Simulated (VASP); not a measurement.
Runs of VASP 6.6.1 on TiO2. The structure is that of space group P-3m1 (No. 164), or close to it. The cells are those of the table. 

```csv
task,spin,cell,k mesh,cutoff (eV),smearing,gap on the mesh (eV),pressure (GPa),moment (μB),relaxed volume (Å³/atom),largest force (eV/Å)
single point,"collinear, ferromagnetic start","a = 2.990, b = 2.990, c = 5.257 Å, angles 90.0, 90.0, 120.0°, 3 atoms",6 × 6 × 4,520,gaussian 0.1 eV,2.65,0.7,0.00,-,0.06
relaxation of cell and atoms,off,"relaxed from a = 2.990, b = 2.990, c = 5.257 Å, angles 90.0, 90.0, 120.0°, 3 atoms",12 × 12 × 4,600,gaussian 0.02 eV,2.60,0.0,-,(a),-
relaxation of cell and atoms,"collinear, ferromagnetic start","relaxed from a = 3.015, b = 3.015, c = 4.220 Å, angles 90.0, 90.0, 120.0°, 3 atoms",6 × 6 × 4,600,gaussian 0.1 eV,2.60,-0.3,0.00,12.86,-
single point,"collinear, ferromagnetic start","a = 3.015, b = 3.015, c = 4.220 Å, angles 90.0, 90.0, 120.0°, 3 atoms",6 × 6 × 4,520,gaussian 0.1 eV,2.27,5.1,0.00,-,(b)
single point,off,"a = 2.990, b = 2.990, c = 5.512 Å, angles 90.0, 90.0, 120.0°, 3 atoms",12 × 12 × 4,520,gaussian 0.02 eV,(c),0.6,-,-,0.06
```

Alike in all rows: level PBE; potentials or basis VASP PAW PBE potentials, release 64 (Ti_sv, O).

Task: Estimate the missing entries.

Result: (a) 13.60; (b) 0.97; (c) 2.63.

Caveats: the volume moved by over 15 % at a fixed basis, so the end points are rough (some runs).

A k mesh can miss the band edges.
